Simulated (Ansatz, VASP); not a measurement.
**GaIr5: VASP beside Ansatz**

```
Ga Ir
1.0
     2.82104    0.00000    0.00000
     0.00000    2.82104    0.00000
     0.00000    0.00000   11.94985
Ga Ir
1 5
Direct
  0.50000 0.50000 0.00000
  0.50000 0.50000 0.33448
  0.50000 0.50000 0.66552
  0.00000 0.00000 0.17599
  0.00000 0.00000 0.82401
  0.00000 0.00000 0.50000
```

Change from the starting cell: species swapped into the Hf5Pb type (P4/mmm, No. 123).

Alike in both runs: task relaxation of cell and atoms; functional PBE; k mesh 6 × 6 × 2; occupations gaussian, width 0.2 eV; no spin polarisation.

|  | VASP | Ansatz |
| --- | --- | --- |
| version | VASP 6.6.1 | Ansatz 0.2.0 |
| potentials or method | VASP PAW PBE potentials, release 64 (Ga_d, Ir), cutoff 600 eV | scalar-relativistic, plane waves, PAW |
| valence electrons in the cell | 58 | 98 |

VASP gave:

```
gap on the k mesh at the Fermi level, each at its own relaxed structure (eV) : none
relaxed volume (Å³/atom)                                                     : 14.49
relaxed length of the cell vector where the two differ most in proportion (Å)              : 2.781
```

Task: What did Ansatz give for the same quantities?

Result: gap on the k mesh at the Fermi level, each at its own relaxed structure (eV): none; relaxed volume (Å³/atom): 14.47; relaxed length of the cell vector where the two differ most in proportion (Å): 2.778.

A gap of «none» marks a metal or a gap that the smearing closes. VASP's potentials hold 58 valence electrons a cell and Ansatz's 98, so a difference there can come from the potentials and not from the codes.

The k mesh is coarse, so the values compare programs but aren't converged. Spin-orbit coupling is off throughout.
